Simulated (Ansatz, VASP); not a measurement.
This is a calculation of Sb for Ansatz 0.2.0.

Contents of input.yaml:

```yaml
crystal:
  lattice:
    - [3.3545324186, 0.0, 0.0]
    - [-1.6772662093, 2.9051102923, 0.0]
    - [0.0, 0.0, 5.47016065]
  atoms:
    - { symbol: Sb, position: [0.6666666667, 0.3333333333, 0.75] }
    - { symbol: Sb, position: [0.3333333333, 0.6666666667, 0.25] }
kpoints:
  mp_grid: { grid: [9, 9, 5] }
scf:
  occupations: { method: gaussian, width: 0.05 }
hamiltonian:
  xc: lda
  pseudopotentials: { kind: all_electron, lapw: { basis_error: 0.001 } }
output:
  forces: true
  stress: true
  eigenvalues: true
```

Potentials or basis: all-electron LAPW, scalar-relativistic.

The run is started by

```bash
$ ansatz run input.yaml --threads 1 --pin off --max-ram 3072MiB --backend cpu --events-out ev --progress --plain --runs-dir out
```

Task: Set up the same calculation for VASP 6.6.1. Potentials there: VASP PAW LDA potentials, release 64 (Sb).

Result: As run (the cutoff follows the program's own potentials):

File INCAR:

```
ALGO     = Normal         # electronic algorithm
EDIFF    = 1E-7           # SCF threshold, eV
ENCUT    = 520            # plane-wave cutoff, eV
ISIF     = 2              # what is computed and relaxed
ISMEAR   = 0              # smearing method
LASPH    = True           # aspherical terms in the spheres
LCHARG   = False          # write CHGCAR
LREAL    = False          # projectors in reciprocal space
LWAVE    = False          # write WAVECAR
NBANDS   = 12             # bands
NELM     = 60             # most SCF steps
PREC     = Accurate       # precision mode
SIGMA    = 0.05           # smearing width, eV
```

KPOINTS

```
k-points
0
Gamma
  9 9 5
```

POSCAR

```
Sb
1.0
    3.3545324186      0.0000000000      0.0000000000
   -1.6772662093      2.9051102923      0.0000000000
    0.0000000000      0.0000000000      5.4701606500
Sb
2
Direct
    0.6666666667      0.3333333333      0.7500000000
    0.3333333333      0.6666666667      0.2500000000
```

Potentials or basis: VASP PAW LDA potentials, release 64 (Sb).

Command:

```bash
$ cat potpaw_LDA.64/Sb/POTCAR > POTCAR
$ mpirun -np 1 vasp_std > vasp.out
```

Both were run:

|  | VASP | Ansatz | Ansatz less VASP |
| --- | --- | --- | --- |
| gap on the k mesh at the Fermi level (eV) | none | none | - |
| pressure (GPa) | -2.6 | -2.6 | -0.03 |
| traceless stress, the component that is largest in VASP (GPa) | 0.07 | 0.06 | -0.019 |

LDA's correlation is that of Perdew and Zunger in VASP and of Perdew and Wang (1992) in Ansatz. A gap of «none» marks a metal or a gap that the smearing closes. Ansatz ran all-electron here, and VASP with PAW potentials.

Spin-orbit coupling is off throughout.
